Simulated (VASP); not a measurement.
# InSb (F-43m) in VASP: notebook, part 2 of 2

VASP 6.6.1.

## (6) Single point, PBE (volume scaled by 0.91)

File INCAR:

```
  PREC = Accurate
  ENCUT = 520
  EDIFF = 1E-7
  ISMEAR = 0
  SIGMA = 0.1
  LREAL = F
  LASPH = T
  NELM = 100
  ALGO = Normal
  ISIF = 2
  LWAVE = F
  LCHARG = T
  GGA = PE
  LELF = T
  LVHAR = T
  NBANDS = 16
```

File KPOINTS:

```
Automatic mesh
0
Gamma
  12 12 12
```

File POSCAR:

```
InSb
1.0
    0.0000000000      3.2147576786      3.2147576786
    3.2147576786      0.0000000000      3.2147576786
    3.2147576786      3.2147576786      0.0000000000
In Sb
1 1
Direct
    0.0000000000      0.0000000000      0.0000000000
    0.2500000000      0.2500000000      0.2500000000
```

Potentials or basis: VASP PAW PBE potentials, release 64 (In_d, Sb).

The run is started by

```console
> cat potpaw_PBE.64/In_d/POTCAR potpaw_PBE.64/Sb/POTCAR > POTCAR
> mpirun -np 1 vasp_std > vasp.out
```

OUTCAR:

```text
PREC = Accurate
   ENCUT = 520
   EDIFF = 1E-7
   ISMEAR = 0
   LREAL = F
   LASPH = T
   NELM = 100
   ISIF = 2
   GGA = PE

 ion  position               nearest neighbor table
   1  0.000  0.000  0.000-   2 2.78   2 2.78   2 2.78   2 2.78
   2  0.250  0.250  0.250-   1 2.78   1 2.78   1 2.78   1 2.78

  LATTYP: Found a face centered cubic cell.
 ALAT       =     6.4295153572

  Lattice vectors:

 A1 = (   0.0000000000,   3.2147576786,   3.2147576786)
[... 643 lines left out ...]
------------------------ aborting loop because EDIFF is reached ----------------------------------------

  FORCE on cell =-STRESS in cart. coord.  units (eV):
  Direction    XX          YY          ZZ          XY          YZ          ZX
  --------------------------------------------------------------------------------------
  -------------------------------------------------------------------------------------
  Total        1.7999362      1.7999362      1.7999362     -0.0000000      0.0000000     -0.0000000
  in kB       43.4003228     43.4003228     43.4003228     -0.0000000      0.0000000     -0.0000000
  external PRESSURE =      43.4003228 kB  Pullay stress =       0.0000000 kB

 VOLUME and BASIS-vectors are now :
 -----------------------------------------------------------------------------
  energy-cutoff  :      520.00
  volume of cell :       66.45
      direct lattice vectors                 reciprocal lattice vectors
     0.000000000  3.214757679  3.214757679    -0.155532718  0.155532718  0.155532718
     3.214757679  0.000000000  3.214757679     0.155532718 -0.155532718  0.155532718
     3.214757679  3.214757679  0.000000000     0.155532718  0.155532718 -0.155532718

 POSITION                                       TOTAL-FORCE (eV/Angst)
 -----------------------------------------------------------------------------------
      0.00000      0.00000      0.00000        -0.000000     -0.000000     -0.000000
      1.60738      1.60738      1.60738         0.000000      0.000000      0.000000
 -----------------------------------------------------------------------------------
    total drift:                               -0.000000     -0.000000     -0.000000

  FREE ENERGIE OF THE ION-ELECTRON SYSTEM (eV)
  ---------------------------------------------------
  free  energy   TOTEN  =        -6.8713413715 eV

  energy  without entropy=       -6.8711967779  energy(sigma->0) =       -6.87126907
```

OSZICAR:

```text
N       E                     dE             d eps       ncg     rms          rms(c)
DAV:   1     0.113830636074E+03    0.11383E+03   -0.79354E+03  2312   0.112E+03
DAV:   2     0.253934931691E+00   -0.11358E+03   -0.10965E+03  2576   0.286E+02
DAV:   3    -0.677563171472E+01   -0.70296E+01   -0.70033E+01  2960   0.720E+01
DAV:   4    -0.697530565429E+01   -0.19967E+00   -0.19964E+00  2848   0.138E+01
DAV:   5    -0.698631064706E+01   -0.11005E-01   -0.11005E-01  3520   0.269E+00    0.434E+00
DAV:   6    -0.688499837356E+01    0.10131E+00   -0.15349E-01  3328   0.611E+00    0.251E+00
DAV:   7    -0.686970177057E+01    0.15297E-01   -0.72742E-02  3120   0.257E+00    0.639E-01
DAV:   8    -0.687062375136E+01   -0.92198E-03   -0.79894E-03  3000   0.105E+00    0.276E-01
DAV:   9    -0.687125660911E+01   -0.63286E-03   -0.96209E-04  2776   0.261E-01    0.777E-02
DAV:  10    -0.687129920156E+01   -0.42592E-04   -0.49847E-05  3248   0.482E-02    0.400E-02
DAV:  11    -0.687133979187E+01   -0.40590E-04   -0.71809E-05  2616   0.560E-02    0.242E-02
DAV:  12    -0.687134126430E+01   -0.14724E-05   -0.13049E-06  2952   0.808E-03    0.618E-03
DAV:  13    -0.687134145443E+01   -0.19013E-06   -0.13474E-06  2728   0.750E-03    0.341E-03
DAV:  14    -0.687134134189E+01    0.11254E-06   -0.33301E-08  2568   0.111E-03    0.107E-03
DAV:  15    -0.687134137148E+01   -0.29590E-07   -0.11402E-08  1824   0.981E-04
   1 F= -.68713414E+01 E0= -.68712691E+01  d E =-.144594E-03
```

Run time: 91 s. Hardware: 1 thread of AMD EPYC 7R43 (Zen 3), shared host; peak memory 0.22 GiB.

Results:

```yaml
Free_energy: -6.8713 eV
Pressure: 4.3 GPa
Band_gap_on_the_k_mesh: zero (filled and empty bands touch)
```

Levels at points of the mesh, in eV from the Fermi level:
```
           k point  band 6  band 7  band 8  band 9  band 10  band 11  band 12  band 13
(0.00, 0.00, 0.00)  -10.92   -0.11   -0.06   -0.06    -0.06     2.90     2.90     2.90
(0.50, 0.00, 0.00)   -9.50   -5.78   -1.10   -1.10     0.52     3.76     3.76     6.02
(0.50, 0.50, 0.00)   -8.86   -6.07   -2.40   -2.40     1.25     1.26     8.24     8.24
```

Caveat: spin-orbit coupling is left out, which moves the levels of the heavy elements.

## (7) Summary

| cell | k mesh | smearing | gap on the mesh (eV) | pressure (GPa) |
| --- | --- | --- | --- | --- |
| a = 4.692 Å, angles 60.0°, 2 atoms | 12 × 12 × 12 | gaussian 0.1 eV | none | 0.0 |
| a = 4.692 Å, angles 60.0°, 2 atoms | 16 × 16 × 16 | gaussian 0.15 eV | none | 0.0 |
| a = 4.581 Å, angles 60.0°, 2 atoms | 6 × 6 × 6 | gaussian 0.1 eV | none | 3.2 |
| a = 4.496 Å, angles 60.0°, 2 atoms | 12 × 12 × 12 | gaussian 0.1 eV | 0.14 | 6.4 |
| a = 4.546 Å, angles 60.0°, 2 atoms | 12 × 12 × 12 | gaussian 0.1 eV | none | 4.3 |

Alike in all rows: task single point; level PBE; potentials or basis VASP PAW PBE potentials, release 64 (In_d, Sb); no spin polarisation; cutoff (eV) 520.

Caveats: spin-orbit coupling is left out, which moves the levels of the heavy elements.

Absolute energies hang on the potentials; compare differences alone.

## (8) Against experiment

Step 2. Measured gap of InSb: 0.24 eV (quoted in “Electronic Structure and Epitaxy of CdTe Shells on InSb Nanowires”, 2021, arxiv:2111.05126). This calculation gives 0.00 eV (-0.24 eV). Spin-orbit coupling on In, Sb is left out. The value is that of PBE on a finite k mesh, which can miss the band edges, without temperature or zero-point motion. Semilocal functionals fall short of measured gaps as a rule.

Step 3. A measured gap of InSb is 0.24 eV (quoted in “Electronic Structure and Epitaxy of CdTe Shells on InSb Nanowires”, 2021, arxiv:2111.05126); the calculated 0.00 eV misses it by -0.24 eV. Spin-orbit coupling on In, Sb is left out. The value is that of PBE on a finite k mesh, which can miss the band edges, without temperature or zero-point motion. Semilocal functionals fall short of measured gaps as a rule.
